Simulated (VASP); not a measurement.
## Te2Mo: single point with LDA

Slab: Te2Mo, a slab with vacuum.

```xyz
12
Lattice="3.4718 0.0000 0.0000 -1.7359 3.0067 0.0000 0.0000 0.0000 36.9703" Properties=species:S:1:pos:R:3 pbc="T T T"
Te    0.0000    2.0044   12.1143
Te    0.0000    2.0044   35.3233
Te    1.7359    1.0022    5.2402
Te    1.7359    1.0022   28.4454
Te    1.7359    1.0022    1.6470
Te    1.7359    1.0022   24.8559
Te    0.0000    2.0044    8.5248
Te    0.0000    2.0044   31.7301
Mo    1.7359    1.0022   10.3225
Mo    1.7359    1.0022   33.5267
Mo    0.0000    2.0044    3.4436
Mo    0.0000    2.0044   26.6477
```

```json
{
 "Program": "VASP 6.6.1",
 "Task": "single point",
 "Functional": "LDA",
 "Potentials or basis": "VASP PAW LDA potentials, release 64 (Te, Mo_sv)",
 "Cutoff": "520 eV",
 "k mesh": "7 × 7 × 1",
 "Occupations": "fermi-dirac, width 0.05 eV",
 "Spin": "no spin polarisation"
}
```

```
Largest force          : 0.057 eV/Å
Band gap on the k mesh : 0.86 eV, indirect (least direct gap 1.34 eV)
```

Forces in eV/Å, atoms in the order of the input:
```
Te   0.000  0.000  0.057
Te   0.000  0.000  0.057
Te   0.000  0.000  0.056
Te   0.000  0.000  0.057
Te   0.000  0.000 -0.057
Te   0.000  0.000 -0.057
Te   0.000  0.000 -0.057
Te   0.000  0.000 -0.056
Mo   0.000  0.000 -0.001
Mo   0.000  0.000  0.000
Mo   0.000  0.000  0.000
Mo   0.000  0.000  0.001
```

Levels at points of the mesh, in eV from the valence-band top:
```csv
k point,band 50,band 51,band 52,band 53,band 54,band 55
"(0.00, 0.00, 0.00)",-0.15,-0.05,0.00,3.03,3.03,3.06
```

It took 7.8 min on 1 thread of AMD EPYC 7R13 Processor (Zen 3), with other jobs on the host, peak memory 0.43 GiB.

Caveat: spin-orbit coupling is left out, which moves the levels of the heavy elements.
